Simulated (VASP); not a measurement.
# Mn (Fm-3m) in VASP: further runs, part 2 of 2

VASP 6.6.1. The steps go on from the part before.

## (3) Single point, HSE06

This run uses another cell than the first one, of 9.86 Å³/atom.

File POSCAR:

```
Mn
1.0
    0.0000000000      1.7020304459      1.7020304459
    1.7020304459      0.0000000000      1.7020304459
    1.7020304459      1.7020304459      0.0000000000
Mn
1
Direct
    0.0000000000      0.0000000000      0.0000000000
```

File INCAR.step1:

```
SYSTEM = Mn
PREC = Accurate
ENCUT = 510
EDIFF = 1E-5
ISMEAR = -1
SIGMA = 0.1
LREAL = .FALSE.
LASPH = .TRUE.
NELM = 120
ALGO = Normal
ISIF = 2
LWAVE = .TRUE.
LCHARG = .FALSE.
NBANDS = 14
GGA = PE
GGA_COMPAT = .FALSE.
```

File INCAR.step2:

```
SYSTEM = Mn
PREC = Accurate
ENCUT = 510
EDIFF = 1E-6
ISMEAR = -1
SIGMA = 0.1
LREAL = .FALSE.
LASPH = .TRUE.
NELM = 120
ALGO = Normal
ISIF = 2
LWAVE = .FALSE.
LCHARG = .FALSE.
GGA = PE
LHFCALC = .TRUE.
HFSCREEN = 0.2079
PRECFOCK = Normal
NBANDS = 14
ISTART = 1
GGA_COMPAT = .FALSE.
```

File KPOINTS:

```
regular mesh
0
G
  6 6 6
  0 0 0
```

Potentials or basis: VASP PAW PBE potentials, release 64 (Mn_sv).

Command:

```console
cat potpaw_PBE.64/Mn_sv/POTCAR > POTCAR
cp INCAR.step1 INCAR
mpirun -np 1 vasp_std > vasp.out
cp INCAR.step2 INCAR
mpirun -np 1 vasp_std > vasp.out
```

OUTCAR:

```text
SYSTEM = Mn
   PREC = Accurate
   ENCUT = 510
   EDIFF = 1E-6
   ISMEAR = -1
   LREAL = .FALSE.
   LASPH = .TRUE.
   NELM = 120
   ISIF = 2
   GGA = PE
   LHFCALC = .TRUE.
   HFSCREEN = 0.2079
   PRECFOCK = Normal
   ISTART = 1

 ion  position               nearest neighbor table
   1  0.000  0.000  0.000-

  LATTYP: Found a face centered cubic cell.
 ALAT       =     3.4040608918

  Lattice vectors:

 A1 = (   0.0000000000,   1.7020304459,   1.7020304459)
 A2 = (   1.7020304459,   0.0000000000,   1.7020304459)
 A3 = (   1.7020304459,   1.7020304459,   0.0000000000)

Analysis of symmetry for initial positions (statically):
=====================================================================
 Subroutine PRICEL returns:
 Original cell was already a primitive cell.

 Routine SETGRP: Setting up the symmetry group for a
 face centered cubic supercell.

 Subroutine GETGRP returns: Found 48 space group operations
 (whereof 48 operations were pure point group operations)
 out of a pool of 48 trial point group operations.

The static configuration has the point symmetry O_h .

Analysis of symmetry for dynamics (positions and initial velocities):
=====================================================================
 Subroutine PRICEL returns:
 Original cell was already a primitive cell.

 Routine SETGRP: Setting up the symmetry group for a
 face centered cubic supercell.

 Subroutine GETGRP returns: Found 48 space group operations
 (whereof 48 operations were pure point group operations)
 out of a pool of 48 trial point group operations.

The dynamic configuration has the point symmetry O_h .

 Subroutine INISYM returns: Found 48 space group operations
 (whereof 48 operations are pure point group operations),
 and found     1 'primitive' translations

----------------------------------------------------------------------------------------

                                     Primitive cell

  volume of cell :       9.8613

  direct lattice vectors                    reciprocal lattice vectors
     0.000000000  1.702030446  1.702030446    -0.293766778  0.293766778  0.293766778
     1.702030446  0.000000000  1.702030446     0.293766778 -0.293766778  0.293766778
     1.702030446  1.702030446  0.000000000     0.293766778  0.293766778 -0.293766778

  length of vectors
     2.407034540  2.407034540  2.407034540     0.508818985  0.508818985  0.508818985

  position of ions in fractional coordinates (direct lattice)
     0.000000000  0.000000000  0.000000000

  ion indices of the primitive-cell ions
   primitive index   ion index
                 1           1

----------------------------------------------------------------------------------------

 KPOINTS: regular mesh

Automatic generation of k-mesh.
 Grid dimensions read from file:
 generate k-points for:    6    6    6

 Generating k-lattice:

  Cartesian coordinates                     Fractional coordinates (reciprocal lattice)
    -0.048961130  0.048961130  0.048961130     0.166666667  0.000000000  0.000000000
[... 35 lines left out ...]
   dimension x,y,z NGX =    18 NGY =   18 NGZ =   18
   dimension x,y,z NGXF=    36 NGYF=   36 NGZF=   36
   ions per type =               1
   NGX,Y,Z   is equivalent  to a cutoff of  12.43, 12.43, 12.43 a.u.
   NGXF,Y,Z  is equivalent  to a cutoff of  24.86, 24.86, 24.86 a.u.
 SYSTEM =  Mn
   PREC   = accura    normal or accurate (medium, high low for compatibility)
   ISTART =      1    job   : 0-new  1-cont  2-samecut
   ICHARG =      0    charge: 1-file 2-atom 10-const
   ISPIN  =      1    spin polarized calculation?
   LNONCOLLINEAR =      F non collinear calculations
   LSORBIT =      F    spin-orbit coupling
   LASPH  =      T    aspherical Exc in radial PAW
   ENCUT  =  510.0 eV  37.48 Ry    6.12 a.u.   4.43  4.43  4.43*2*pi/ulx,y,z
   NELM   =    120;   NELMIN=  2; NELMDL=  0     # of ELM steps
   EDIFF  = 0.1E-05   stopping-criterion for ELM
   LREAL  =      F    real-space projection
   EDIFFG = 0.1E-04   stopping-criterion for IOM
   NSW    =      0    number of steps for IOM
   IBRION =     -1    ionic relax: 0-MD 1-quasi-New 2-CG
   NFREE  =      0    steps in history (QN), initial steepest desc. (CG)
   ISIF   =      2    stress and relaxation
   ISYM   =      3    0-nonsym 1-usesym 2-fastsym
   POTIM  = 0.5000    time-step for ionic-motion
   TEBEG  =    0.0;   TEEND  =   0.0 temperature during run
   PSTRESS=    0.0 pullay stress
   NELECT =      15.0000    total number of electrons
   NUPDOWN=      -1.0000    fix difference up-down
   EMIN   =  10.00;   EMAX   =-10.00  energy-range for DOS
   EFERMI =   0.00;   METHOD = LEGACY
   ISMEAR =    -1;   SIGMA  =   0.10  broadening in eV -4-tet -1-fermi 0-gaus
   EFERMI_NEDOS =   21; number of points for ismear=-14 and -15
   IALGO  =     38    algorithm
   IMIX   =      1    mixing-type and parameters
     AMIX     =   0.40;   BMIX     =  1.00
     AMIX_MAG =   1.60;   BMIX_MAG =  1.00
  volume/ion in A,a.u.               =       9.86        66.55
  Fermi-wavevector in a.u.,A,eV,Ry     =   1.882758  3.557897 48.229649  3.544779
  Thomas-Fermi vector in A             =   2.925844
   LORBIT       =      0    0 simple, 1 ext, 2 COOP (PROOUT), +10 PAW based schemes
   GGA     = PE    functional components
   LHFCALC =     T    Hartree Fock is set to
   PRECFOCK=normal    Normal, Fast or Accurate (Low or Medium for compatibility)
   ENCUT4O =  -1.0   cutoff for four orbital integrals eV
   NKREDX  =     1    reduce k-point grid by
   NKREDY  =     1    reduce k-point grid by
   NKREDZ  =     1    reduce k-point grid by
   AEXX    =    0.2500 exact exchange contribution
   HFSCREEN=    0.2079 screening length (either q_TF or 0.3 A-1)
   HFSCREENC=   0.2079 screening length for correlation (either q_TF or 0.3 A-1)
   ENCUTFOCK=  -1.0 apply spherical cutoff to Coloumb kernel
   IVDW    =     0    specifies the selected vdW correction
   LEPSILON=     F    determine dielectric tensor
   LRPA    =     F    only Hartree local field effects (RPA)
 non-spin polarized calculation
  energy-cutoff  :      510.00
  volume of cell :        9.86
 maximum number of plane-waves:       269
 NGX is ok and might be reduce to    18
  NGX = 14; NGY = 14; NGZ = 14

 number of electron      15.0000005 magnetization

 Free energy of the ion-electron system (eV)
  ---------------------------------------------------
  ext. energy  EPLUGINS =         0.00000000
  ---------------------------------------------------
  free energy    TOTEN  =       -11.00952579 eV

  energy without entropy =      -10.99020321  energy(sigma->0) =      -10.99986450

 E-fermi :  15.6661     XC(G=0): -11.8872

 val. band max:       14.7076170110   @ k =   0.5000   0.3333   0.0000
 cond. band min:      15.6718676065   @ k =   0.5000   0.0000   0.0000
 fundamental gap:      0.9642505954
 Fermi energy:        15.6660598300

 k-point     1 :       0.0000    0.0000    0.0000
  band No.  band energies     occupation
      1     -69.6671      2.00000
      2     -36.0541      2.00000
      3     -36.0541      2.00000
      4     -36.0541      2.00000
      5       5.3779      2.00000
      6      13.0966      2.00000
      7      13.0966      2.00000
      8      13.0966      2.00000
      9      16.8355      0.00002
     10      16.8356      0.00002
     11      38.5702      0.00000
     12      45.1432      0.00000
     13      45.1432      0.00000
     14      45.1432      0.00000
[... 241 lines left out ...]
      1     -69.3461      2.00000
      2     -36.9559      2.00000
      3     -36.6215      2.00000
      4     -36.4710      2.00000
      5      10.3232      2.00000
      6      10.6599      2.00000
      7      13.7395      2.00000
      8      17.0778      0.00000
      9      17.8233      0.00000
     10      24.2778      0.00000
     11      29.8112      0.00000
     12      29.9062      0.00000
     13      31.9336      0.00000
     14      44.5343      0.00000

------------------------ aborting loop because EDIFF is reached ----------------------------------------

  FORCE on cell =-STRESS in cart. coord.  units (eV):
  Direction    XX          YY          ZZ          XY          YZ          ZX
  --------------------------------------------------------------------------------------
  -------------------------------------------------------------------------------------
  Total        0.4564613      0.4564613      0.4564613     -0.0000000      0.0000000      0.0000000
  in kB       74.1621912     74.1621912     74.1621912     -0.0000000      0.0000000      0.0000000
  external PRESSURE =      74.1621912 kB  Pullay stress =       0.0000000 kB

 VOLUME and BASIS-vectors are now :
 -----------------------------------------------------------------------------
  energy-cutoff  :      510.00
  volume of cell :        9.86
      direct lattice vectors                 reciprocal lattice vectors
     0.000000000  1.702030446  1.702030446    -0.293766778  0.293766778  0.293766778
     1.702030446  0.000000000  1.702030446     0.293766778 -0.293766778  0.293766778
     1.702030446  1.702030446  0.000000000     0.293766778  0.293766778 -0.293766778

 POSITION                                       TOTAL-FORCE (eV/Angst)
 -----------------------------------------------------------------------------------
      0.00000      0.00000      0.00000         0.000000     -0.000000      0.000000
 -----------------------------------------------------------------------------------
    total drift:                                0.000001      0.000001      0.000001

  FREE ENERGIE OF THE ION-ELECTRON SYSTEM (eV)
  ---------------------------------------------------
  free  energy   TOTEN  =       -11.0095257898 eV

  energy  without entropy=      -10.9902032128  energy(sigma->0) =      -10.99986450
```

Wall time 15 min (1 thread of AMD EPYC 7R43 (Zen 3), shared host); peak memory 0.18 GiB.

What came out:

```
Free energy            : -11.0095 eV
Pressure               : 7.4 GPa
Band gap on the k mesh : zero (an odd number of electrons rules out a gap without spin polarisation)
```

Levels at points of the mesh, in eV from the Fermi level:
| k point | band 5 | band 6 | band 7 | band 8 | band 9 | band 10 |
| --- | --- | --- | --- | --- | --- | --- |
| (0.00, 0.00, 0.00) | -10.29 | -2.57 | -2.57 | -2.57 | 1.17 | 1.17 |
| (0.50, 0.00, 0.00) | -6.56 | -2.23 | -2.23 | 0.01 | 2.21 | 2.21 |
| (0.50, 0.50, 0.00) | -6.43 | -6.06 | 2.12 | 2.12 | 2.75 | 3.82 |

Caveat: the k points lie up to 0.53 Å⁻¹ apart, too coarse for converged energies and pressures of a metal; the PAW data sets were made with another functional, which shifts forces and pressure a little; the run has no spin polarisation, though such a crystal can be magnetic. Spin polarisation is off, so any magnetic state and its effect on volume and gap are missing.

## (4) Single point, HSE06

File POSCAR:

```
Mn
1.0
    0.0000000000      1.7203332519      1.7203332519
    1.7203332519      0.0000000000      1.7203332519
    1.7203332519      1.7203332519      0.0000000000
Mn
1
Direct
    0.0000000000      0.0000000000      0.0000000000
```

INCAR.step1: that of step 3 with these lines changed.

```diff
@@ -12,5 +12,4 @@
 LWAVE = .TRUE.
-LCHARG = .FALSE.
+GGA = PE
 NBANDS = 14
-GGA = PE
 GGA_COMPAT = .FALSE.
```

INCAR.step2: that of step 3 with these lines changed.

```diff
@@ -12,3 +12,3 @@
 LWAVE = .FALSE.
-LCHARG = .FALSE.
+LCHARG = .TRUE.
 GGA = PE
@@ -17,4 +17,6 @@
 PRECFOCK = Normal
+LELF = .TRUE.
+LVHAR = .TRUE.
+ISTART = 1
 NBANDS = 14
-ISTART = 1
 GGA_COMPAT = .FALSE.
```

File KPOINTS:

```
Automatic mesh
0
G
  6 6 6
  0 0 0
```

Command:

```console
cat potpaw_PBE.64/Mn_sv/POTCAR > POTCAR
cp INCAR.step1 INCAR
mpirun -np 1 vasp_std > vasp.out
cp INCAR.step2 INCAR
mpirun -np 1 vasp_std > vasp.out
```

Wall time 11 min (1 thread of Intel Xeon Platinum 8259CL at 2.50GHz (Skylake/Cascade Lake), shared host); peak memory 0.22 GiB.

It converged, with:

| Quantity | Value |
| --- | --- |
| Free energy | -11.0217 eV |
| Pressure | -3.2 GPa |
| Band gap on the k mesh | zero (an odd number of electrons rules out a gap without spin polarisation) |

Levels at points of the mesh, in eV from the Fermi level:
| k point | band 4 | band 5 | band 6 | band 7 | band 8 | band 9 | band 10 | band 11 | band 12 | band 13 |
| --- | --- | --- | --- | --- | --- | --- | --- | --- | --- | --- |
| (0.00, 0.00, 0.00) | -51.78 | -10.16 | -2.55 | -2.55 | -2.55 | 1.15 | 1.15 | 22.66 | 29.00 | 29.00 |
| (0.50, 0.00, 0.00) | -51.91 | -6.40 | -2.17 | -2.17 | -0.09 | 2.09 | 2.09 | 10.33 | 21.38 | 28.22 |
| (0.50, 0.50, 0.00) | -52.14 | -6.19 | -5.88 | 1.95 | 1.95 | 2.65 | 3.64 | 14.10 | 17.27 | 17.27 |

Caveat: the k points lie up to 0.53 Å⁻¹ apart, too coarse for converged energies and pressures of a metal; the PAW data sets were made with another functional, which shifts forces and pressure a little; the run has no spin polarisation, though such a crystal can be magnetic.

## (5) Single point, HSE06

This run uses another cell than the first one, of 9.86 Å³/atom.

File POSCAR:

```
Mn
1.0
    0.0000000000      1.7020304459      1.7020304459
    1.7020304459      0.0000000000      1.7020304459
    1.7020304459      1.7020304459      0.0000000000
Mn
1
Direct
    0.0000000000      0.0000000000      0.0000000000
```

File INCAR.step1:

```
  ALGO = Normal
  EDIFF = 1E-5
  ENCUT = 510
  GGA = PE
  GGA_COMPAT = False
  ISIF = 2
  ISMEAR = -1
  LASPH = True
  LCHARG = False
  LREAL = False
  LWAVE = True
  NBANDS = 14
  NELM = 120
  PREC = Accurate
  SIGMA = 0.1
```

File INCAR.step2:

```
  ALGO = Normal
  EDIFF = 1E-6
  ENCUT = 510
  GGA = PE
  GGA_COMPAT = False
  HFSCREEN = 0.2079
  ISIF = 2
  ISMEAR = -1
  ISTART = 1
  LASPH = True
  LCHARG = False
  LHFCALC = True
  LREAL = False
  LWAVE = False
  NBANDS = 14
  NELM = 120
  PREC = Accurate
  PRECFOCK = Normal
  SIGMA = 0.1
```

File KPOINTS:

```
k-points
0
Gamma
  6 6 6
```

Command:

```console
cat potpaw_PBE.64/Mn_sv/POTCAR > POTCAR
cp INCAR.step1 INCAR
mpirun -np 1 vasp_std > vasp.out
cp INCAR.step2 INCAR
mpirun -np 1 vasp_std > vasp.out
```

It took 11 min on 1 thread of Intel Xeon Platinum 8259CL at 2.50GHz (Skylake/Cascade Lake), shared host; peak memory 0.22 GiB.

It converged, with:

| Property | Result |
| --- | --- |
| Free energy | -11.0095 eV |
| Pressure | 7.4 GPa |
| Band gap on the k mesh | zero (an odd number of electrons rules out a gap without spin polarisation) |

Levels at points of the mesh, in eV from the Fermi level:
```
           k point  band 3  band 4  band 5  band 6  band 7  band 8  band 9  band 10  band 11  band 12
(0.00, 0.00, 0.00)  -51.72  -51.72  -10.29   -2.57   -2.57   -2.57    1.17     1.17    22.90    29.48
(0.50, 0.00, 0.00)  -51.87  -51.87   -6.56   -2.23   -2.23    0.01    2.21     2.21    10.78    21.62
(0.50, 0.50, 0.00)  -52.12  -52.12   -6.43   -6.06    2.12    2.12    2.75     3.82    14.56    17.68
```

Caveat: the k points lie up to 0.53 Å⁻¹ apart, too coarse for converged energies and pressures of a metal; the PAW data sets were made with another functional, which shifts forces and pressure a little; the run has no spin polarisation, though such a crystal can be magnetic. Spin polarisation is off, so any magnetic state and its effect on volume and gap are missing.

The gap in the log of VASP goes by the Fermi energy; the results here count the filled bands.